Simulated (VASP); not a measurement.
## H4NF: single point with r2SCAN

Crystal: H4NF.

```
H N F
1.0
     4.48723    0.00000    0.00000
    -2.24362    3.88606    0.00000
     0.00000    0.00000    7.25891
H N F
8 2 2
Direct
  0.33333 0.66667 0.23087
  0.66667 0.33333 0.73087
  0.45976 0.54024 0.42199
  0.91951 0.45976 0.92199
  0.45976 0.91951 0.42199
  0.54024 0.45976 0.92199
  0.08049 0.54024 0.42199
  0.54024 0.08049 0.92199
  0.33333 0.66667 0.37439
  0.66667 0.33333 0.87439
  0.33333 0.66667 0.99726
  0.66667 0.33333 0.49726
```

- Program: VASP 6.6.1
- Task: single point
- Functional: r2SCAN
- Potentials or basis: VASP PAW PBE potentials, release 64 (H, N, F)
- Cutoff: 520 eV
- k mesh: 6 × 6 × 4
- Occupations: fermi-dirac, width 0.02 eV
- Spin: no spin polarisation

- Pressure: -1.3 GPa
- Largest force: 0.057 eV/Å
- Band gap on the k mesh: 6.45 eV, indirect (least direct gap 6.66 eV)

Forces on the atoms (eV/Å):
```
H    0.000  0.000 -0.057
H    0.000  0.000 -0.057
H    0.046 -0.027  0.019
H    0.046  0.027  0.019
H    0.000  0.053  0.019
H   -0.046  0.027  0.019
H   -0.046 -0.027  0.019
H    0.000 -0.053  0.019
N    0.000  0.000 -0.002
N    0.000  0.000 -0.002
F    0.000  0.000  0.000
F    0.000  0.000  0.000
```

Levels at points of the mesh, in eV from the valence-band top:
```tsv
k point	band 12	band 13	band 14	band 15	band 16	band 17	band 18	band 19	band 20	band 21
(0.00, 0.00, 0.00)	-0.38	-0.38	-0.37	-0.22	-0.22	6.45	9.13	9.84	13.05	13.15
(0.50, 0.00, 0.00)	-0.55	-0.22	-0.21	-0.05	-0.02	8.90	9.36	9.95	10.65	11.66
(0.00, 0.00, 0.50)	-0.46	-0.30	-0.30	-0.30	-0.30	7.42	7.42	11.90	11.90	13.30
(0.50, 0.00, 0.50)	-0.65	-0.13	-0.13	-0.12	-0.12	9.26	9.26	10.26	10.26	12.02
```

Wall time 3.6 min on 1 thread of AMD EPYC 9R45 96-Core Processor (Zen 5) (shared host), peak memory 0.26 GiB.

Caveat: the PAW data sets were made with another functional, which shifts forces and pressure a little. A k mesh can miss the band edges.
